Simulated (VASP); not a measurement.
# CsPbCl3 (Cmmm) in VASP: single point with PBE

Aim: the single point of CsPbCl3 with PBE.

Everything below comes from runs of VASP 6.6.1. Logs are shortened: lines on timing, memory, paths and dates and some standing lists are left out, and cuts for length are marked.

## 1. The cell of the first run

The structure is orthorhombic, space group Cmmm (No. 65). The conventional cell has a = 7.768 Å, b = 8.085 Å, c = 5.605 Å, α = 90.00°, β = 90.00°, γ = 90.00°. Pb (site symmetry mmm) has 6 Cl at 2.80 Å within 3.7 Å. Within 5.1 Å of Cs (site symmetry mmm) lie 12 Cl at 3.88 to 4.04 Å and 8 Pb at 4.79 to 4.92 Å. Cl (site symmetry 2/m) has 2 Pb at 2.80 Å within 3.7 Å. Within 3.7 Å of Cl (site symmetry mmm) lie 2 Pb at 2.80 Å.

## 2. Single point, PBE

INCAR reads:

```
SYSTEM = CsPbCl3
PREC = Accurate ; ENCUT = 520
EDIFF = 1E-6 ; ISMEAR = -1
SIGMA = 0.05 ; LREAL = .False.
LASPH = .True. ; NELM = 60
ALGO = Normal ; ISIF = 2
LWAVE = .False. ; LCHARG = .True.
GGA = PE ; LELF = .True.
LVHAR = .True. ; NBANDS = 30
```

KPOINTS reads:

```
regular mesh
0
Gamma
  4 4 4
  0 0 0
```

POSCAR reads:

```
CsPbCl3
1.0
    5.6050000000      0.1121000000      0.0000000000
    0.1121000000      5.6050000000      0.0000000000
    0.0000000000      0.0000000000      5.6050000000
Pb Cs Cl
1 1 3
Direct
    0.5000000000      0.5000000000      0.5000000000
    0.0000000000      0.0000000000      0.0000000000
    0.5000000000      0.0000000000      0.5000000000
    0.0000000000      0.5000000000      0.5000000000
    0.5000000000      0.5000000000      0.0000000000
```

Potentials or basis: VASP PAW PBE potentials, release 64 (Pb_d, Cs_sv, Cl).

The run is started by

```
cat potpaw_PBE.64/Pb_d/POTCAR potpaw_PBE.64/Cs_sv/POTCAR potpaw_PBE.64/Cl/POTCAR > POTCAR
mpirun -np 1 vasp_std > vasp.out
```

OUTCAR:

```text
SYSTEM = CsPbCl3
   PREC = Accurate
   ENCUT = 520
   EDIFF = 1E-6
   ISMEAR = -1
   LREAL = .False.
   LASPH = .True.
   NELM = 60
   ISIF = 2
   GGA = PE

 ion  position               nearest neighbor table
   1  0.500  0.500  0.500-   5 2.80   5 2.80   3 2.80   4 2.80   3 2.80   4 2.80
   2  0.000  0.000  0.000-
   3  0.500  0.000  0.500-   1 2.80   1 2.80
   4  0.000  0.500  0.500-   1 2.80   1 2.80
   5  0.500  0.500  0.000-   1 2.80   1 2.80

  LATTYP: Found a base centered orthorhombic cell.
 ALAT       =     7.7681336768
 B/A-ratio  =     1.0408163265
 C/A-ratio  =     0.7215375318

  Lattice vectors:

 A1 = (  -0.1121000000,  -5.6050000000,   0.0000000000)
 A2 = (   5.6050000000,   0.1121000000,   0.0000000000)
 A3 = (   0.0000000000,   0.0000000000,   5.6050000000)

Analysis of symmetry for initial positions (statically):
=====================================================================
 Subroutine PRICEL returns:
 Original cell was already a primitive cell.

 Routine SETGRP: Setting up the symmetry group for a
 base centered orthorhombic supercell.

 Subroutine GETGRP returns: Found  8 space group operations
 (whereof  8 operations were pure point group operations)
 out of a pool of  8 trial point group operations.

The static configuration has the point symmetry D_2h.

Analysis of symmetry for dynamics (positions and initial velocities):
=====================================================================
 Subroutine PRICEL returns:
 Original cell was already a primitive cell.

 Routine SETGRP: Setting up the symmetry group for a
 base centered orthorhombic supercell.

 Subroutine GETGRP returns: Found  8 space group operations
 (whereof  8 operations were pure point group operations)
 out of a pool of  8 trial point group operations.

The dynamic configuration has the point symmetry D_2h.

 Subroutine INISYM returns: Found  8 space group operations
 (whereof  8 operations are pure point group operations),
 and found     1 'primitive' translations

----------------------------------------------------------------------------------------

                                     Primitive cell

  volume of cell :     176.0164

  direct lattice vectors                    reciprocal lattice vectors
     5.605000000  0.112100000  0.000000000     0.178483525 -0.003569671  0.000000000
     0.112100000  5.605000000  0.000000000    -0.003569671  0.178483525  0.000000000
     0.000000000  0.000000000  5.605000000     0.000000000  0.000000000  0.178412132

  length of vectors
     5.606120888  5.606120888  5.605000000     0.178519219  0.178519219  0.178412132

  position of ions in fractional coordinates (direct lattice)
     0.500000000  0.500000000  0.500000000
     0.000000000  0.000000000  0.000000000
     0.500000000  0.000000000  0.500000000
     0.000000000  0.500000000  0.500000000
     0.500000000  0.500000000  0.000000000

  ion indices of the primitive-cell ions
   primitive index   ion index
                 1           1
                 2           2
                 3           3
                 4           4
                 5           5

----------------------------------------------------------------------------------------

 KPOINTS: regular mesh

Automatic generation of k-mesh.
 Grid dimensions read from file:
 generate k-points for:    4    4    4

 Generating k-lattice:

  Cartesian coordinates                     Fractional coordinates (reciprocal lattice)
     0.044620881 -0.000892418  0.000000000     0.250000000  0.000000000  0.000000000
    -0.000892418  0.044620881  0.000000000     0.000000000  0.250000000  0.000000000
     0.000000000  0.000000000  0.044603033     0.000000000  0.000000000  0.250000000

  Length of vectors
     0.044629805  0.044629805  0.044603033

  Shift w.r.t. Gamma in fractional coordinates (k-lattice)
     0.000000000  0.000000000  0.000000000

 Subroutine IBZKPT returns following result:
 ===========================================

 Found     21 irreducible k-points:

 Following reciprocal coordinates:
            Coordinates               Weight
  0.000000  0.000000  0.000000      1.000000
  0.250000  0.000000  0.000000      4.000000
  0.500000  0.000000  0.000000      2.000000
  0.250000  0.250000  0.000000      2.000000
  0.500000  0.250000  0.000000      4.000000
 -0.250000  0.250000  0.000000      2.000000
[... 13 lines left out ...]
 -0.250000  0.250000  0.500000      2.000000
  0.500000  0.500000  0.500000      1.000000
   k-points           NKPTS =     21   k-points in BZ     NKDIM =     21   number of bands    NBANDS=     30
   number of dos      NEDOS =    301   number of ions     NIONS =      5
   total plane-waves  NPLWV =  74088
   dimension x,y,z NGX =    42 NGY =   42 NGZ =   42
   dimension x,y,z NGXF=    84 NGYF=   84 NGZF=   84
   ions per type =               1   1   3
   NGX,Y,Z   is equivalent  to a cutoff of  12.45, 12.45, 12.46 a.u.
   NGXF,Y,Z  is equivalent  to a cutoff of  24.91, 24.91, 24.91 a.u.
 SYSTEM =  CsPbCl3
   PREC   = accura    normal or accurate (medium, high low for compatibility)
   ISTART =      0    job   : 0-new  1-cont  2-samecut
   ICHARG =      2    charge: 1-file 2-atom 10-const
   ISPIN  =      1    spin polarized calculation?
   LNONCOLLINEAR =      F non collinear calculations
   LSORBIT =      F    spin-orbit coupling
   LASPH  =      T    aspherical Exc in radial PAW
   ENCUT  =  520.0 eV  38.22 Ry    6.18 a.u.  10.42 10.42 10.42*2*pi/ulx,y,z
   NELM   =     60;   NELMIN=  2; NELMDL= -5     # of ELM steps
   EDIFF  = 0.1E-05   stopping-criterion for ELM
   LREAL  =      F    real-space projection
   EDIFFG = 0.1E-04   stopping-criterion for IOM
   NSW    =      0    number of steps for IOM
   IBRION =     -1    ionic relax: 0-MD 1-quasi-New 2-CG
   NFREE  =      0    steps in history (QN), initial steepest desc. (CG)
   ISIF   =      2    stress and relaxation
   ISYM   =      2    0-nonsym 1-usesym 2-fastsym
   POTIM  = 0.5000    time-step for ionic-motion
   TEBEG  =    0.0;   TEEND  =   0.0 temperature during run
   PSTRESS=    0.0 pullay stress
   NELECT =      44.0000    total number of electrons
   NUPDOWN=      -1.0000    fix difference up-down
   EMIN   =  10.00;   EMAX   =-10.00  energy-range for DOS
   EFERMI =   0.00;   METHOD = LEGACY
   ISMEAR =    -1;   SIGMA  =   0.05  broadening in eV -4-tet -1-fermi 0-gaus
   EFERMI_NEDOS =   21; number of points for ismear=-14 and -15
   IALGO  =     38    algorithm
   IMIX   =      4    mixing-type and parameters
     AMIX     =   0.40;   BMIX     =  1.00
     AMIX_MAG =   1.60;   BMIX_MAG =  1.00
  volume/ion in A,a.u.               =      35.20       237.56
  Fermi-wavevector in a.u.,A,eV,Ry     =   1.031275  1.948828 14.470192  1.063529
  Thomas-Fermi vector in A             =   2.165415
   LORBIT       =      0    0 simple, 1 ext, 2 COOP (PROOUT), +10 PAW based schemes
   GGA     = PE    functional components
[... 5 lines left out ...]
 non-spin polarized calculation
  energy-cutoff  :      520.00
  volume of cell :      176.02
 maximum number of plane-waves:      4759
 NGX is ok and might be reduce to    42
   NGX = 21   NGY = 21   NGZ = 21

 number of electron      44.0000002 magnetization

 Free energy of the ion-electron system (eV)
  ---------------------------------------------------
  ext. energy  EPLUGINS =         0.00000000
  ---------------------------------------------------
  free energy    TOTEN  =       -17.47339258 eV

  energy without entropy =      -17.47339258  energy(sigma->0) =      -17.47339258

 E-fermi :   2.7260     XC(G=0):  -7.8218

 val. band max:        1.8061562764   @ k =   0.5000   0.5000   0.5000
 cond. band min:       3.6592718666   @ k =   0.5000   0.5000   0.5000
 fundamental gap:      1.8531155902
 Fermi energy:         2.7259864091

 k-point     1 :       0.0000    0.0000    0.0000
  band No.  band energies     occupation
      1     -19.5616      2.00000
      2     -15.0196      2.00000
      3     -15.0180      2.00000
      4     -14.7807      2.00000
      5     -14.7753      2.00000
      6     -14.7692      2.00000
[... 22 lines left out ...]
     29       7.8328      0.00000
     30       7.9935      0.00000

 k-point     2 :       0.2500    0.0000    0.0000
  band No.  band energies     occupation
      1     -19.5605      2.00000
      2     -15.0191      2.00000
      3     -14.9671      2.00000
      4     -14.7811      2.00000
      5     -14.7759      2.00000
      6     -14.7696      2.00000
[... 22 lines left out ...]
     29       7.2503      0.00000
     30       8.1251      0.00000

 k-point     3 :       0.5000    0.0000    0.0000
  band No.  band energies     occupation
      1     -19.5594      2.00000
      2     -15.0190      2.00000
      3     -14.9139      2.00000
      4     -14.7815      2.00000
      5     -14.7764      2.00000
      6     -14.7699      2.00000
[... 22 lines left out ...]
     29       7.5465      0.00000
     30       8.7414      0.00000

 k-point     4 :       0.2500    0.2500    0.0000
  band No.  band energies     occupation
      1     -19.5595      2.00000
      2     -14.9951      2.00000
      3     -14.9366      2.00000
      4     -14.7814      2.00000
      5     -14.7766      2.00000
      6     -14.7700      2.00000
[... 517 lines left out ...]
     29       7.6425      0.00000
     30       8.0155      0.00000

 k-point    20 :      -0.2500    0.2500    0.5000
  band No.  band energies     occupation
      1     -19.5576      2.00000
      2     -14.9370      2.00000
      3     -14.8774      2.00000
      4     -14.7829      2.00000
      5     -14.7765      2.00000
      6     -14.7715      2.00000
[... 22 lines left out ...]
     29       7.9129      0.00000
     30       8.0320      0.00000

 k-point    21 :       0.5000    0.5000    0.5000
  band No.  band energies     occupation
      1     -19.5560      2.00000
      2     -14.8424      2.00000
      3     -14.8416      2.00000
      4     -14.7837      2.00000
      5     -14.7776      2.00000
      6     -14.7723      2.00000
[... 22 lines left out ...]
     29       7.4643      0.00000
     30       8.5625      0.00000

------------------------ aborting loop because EDIFF is reached ----------------------------------------

  FORCE on cell =-STRESS in cart. coord.  units (eV):
  Direction    XX          YY          ZZ          XY          YZ          ZX
  --------------------------------------------------------------------------------------
  -------------------------------------------------------------------------------------
  Total        1.9901362      1.9901362      1.9927319     -0.2162455      0.0000000      0.0000000
  in kB       18.1150815     18.1150815     18.1387083     -1.9683605      0.0000000      0.0000000
  external PRESSURE =      18.1229571 kB  Pullay stress =       0.0000000 kB

 VOLUME and BASIS-vectors are now :
 -----------------------------------------------------------------------------
  energy-cutoff  :      520.00
  volume of cell :      176.02
      direct lattice vectors                 reciprocal lattice vectors
     5.605000000  0.112100000  0.000000000     0.178483525 -0.003569671  0.000000000
     0.112100000  5.605000000  0.000000000    -0.003569671  0.178483525  0.000000000
     0.000000000  0.000000000  5.605000000     0.000000000  0.000000000  0.178412132

 POSITION                                       TOTAL-FORCE (eV/Angst)
 -----------------------------------------------------------------------------------
      2.85855      2.85855      2.80250         0.000000      0.000000      0.000000
      0.00000      0.00000      0.00000        -0.000000      0.000000      0.000000
      2.80250      0.05605      2.80250        -0.000000      0.000000      0.000000
      0.05605      2.80250      2.80250        -0.000000      0.000000      0.000000
      2.85855      2.85855      0.00000        -0.000000      0.000000      0.000000
 -----------------------------------------------------------------------------------
    total drift:                                0.000000     -0.000000     -0.000000

  FREE ENERGIE OF THE ION-ELECTRON SYSTEM (eV)
  ---------------------------------------------------
  free  energy   TOTEN  =       -17.4733925839 eV

  energy  without entropy=      -17.4733925833  energy(sigma->0) =      -17.47339258
```

Run time: 45 s. Hardware: 1 thread of Intel Xeon 6975P-C (Granite Rapids), shared host; peak memory 0.31 GiB.

Results:

- Free energy: -17.4734 eV
- Pressure: 1.8 GPa
- Band gap on the k mesh: 1.85 eV

Caveat: spin-orbit coupling is left out, which moves the levels of the heavy elements.
